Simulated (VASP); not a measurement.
Runs of VASP 6.6.1 on Ca. The structure is that of space group Pm-3m (No. 221), or close to it. The cells are those of the table. 

| cell | gap on the mesh (eV) | pressure (GPa) |
| --- | --- | --- |
| a = 3.487 Å, 1 atom | none | (b) |
| a = 3.471 Å, 1 atom | none | -0.1 |
| a = 3.194 Å, 1 atom | none | 3.9 |
| a = 3.398 Å, 1 atom | none | 0.4 |
| a = 3.349 Å, 1 atom | none | 0.9 |
| a = 3.454 Å, 1 atom | none | 0.1 |
| a = 3.605 Å, 1 atom | none | (a) |
| a = 2.615 Å, 1 atom | none | 38.9 |

Alike in all rows: task single point; level PBE+D3(BJ); potentials or basis VASP PAW PBE potentials, release 64 (Ca_sv); no spin polarisation; k mesh 6 × 6 × 6; cutoff (eV) 520; smearing methfessel-paxton 0.1 eV.

**Question.** Fill in the values left out.

**Answer.** (a) -1.5; (b) -0.3.

Caveats: some runs use coarse meshes; three body term missing; pairwise dispersion overbinds metals, which lowers pressure and volume.

A gap of «none» marks levels without a gap at the run's occupations.
